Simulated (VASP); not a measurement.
Set up this calculation in VASP 6.6.1, as the native input.

```
Task                   : single point
Functional             : PBEsol
Potentials or basis    : VASP PAW PBE potentials, release 64 (Mg, O)
Cutoff                 : 520 eV
k mesh                 : 12 × 12 × 12
Occupations            : gaussian, width 0.05 eV
Spin                   : no spin polarisation
Dipole correction      : no
Further INCAR settings : ALGO = Normal; EDIFF = 1e-07; NBANDS = 14
```

The structure of MgO2 lies in POSCAR:

```
MgO2
1.0
    1.5996617045      0.9235651157      3.4573706250
   -1.5996617045      0.9235651157      3.4573706250
    0.0000000000     -1.8471302314      3.4573706250
Mg O
1 2
Direct
    0.0000000000      0.0000000000      0.0000000000
    0.4291433728      0.4291433728      0.4291433728
    0.5708566272      0.5708566272      0.5708566272
```

This cell differs from its parent crystal: strain +0.0100 x Voigt [1, 1, 0, 0, 0, 0].

These files were run (other wordings do the same):

INCAR

```
PREC = Accurate
ENCUT = 520
EDIFF = 1E-7
ISMEAR = 0
SIGMA = 0.05
LREAL = F
LASPH = T
NELM = 60
ALGO = Normal
ISIF = 2
LWAVE = F
LCHARG = F
GGA = PS
NBANDS = 14
```

KPOINTS

```
Automatic mesh
0
Gamma
  12 12 12
```

Potentials or basis: VASP PAW PBE potentials, release 64 (Mg, O).

Launch:

```sh
$ cat potpaw_PBE.64/Mg/POTCAR potpaw_PBE.64/O/POTCAR > POTCAR
$ mpirun -np 1 vasp_std > vasp.out
```

It gave:

The pressure is -2.2 GPa. The largest force is 0.337 eV/Å and the band gap on the k mesh is 2.47 eV, direct.

Caveat: the cell differs from its parent crystal (strain +0.0100 x Voigt [1, 1, 0, 0, 0, 0]); the PAW data sets were made with another functional, which shifts forces and pressure a little.

Wall time 52 s on 1 thread of Intel(R) Xeon(R) 6975P-C (Granite Rapids), on a shared host, peak memory 0.22 GiB.
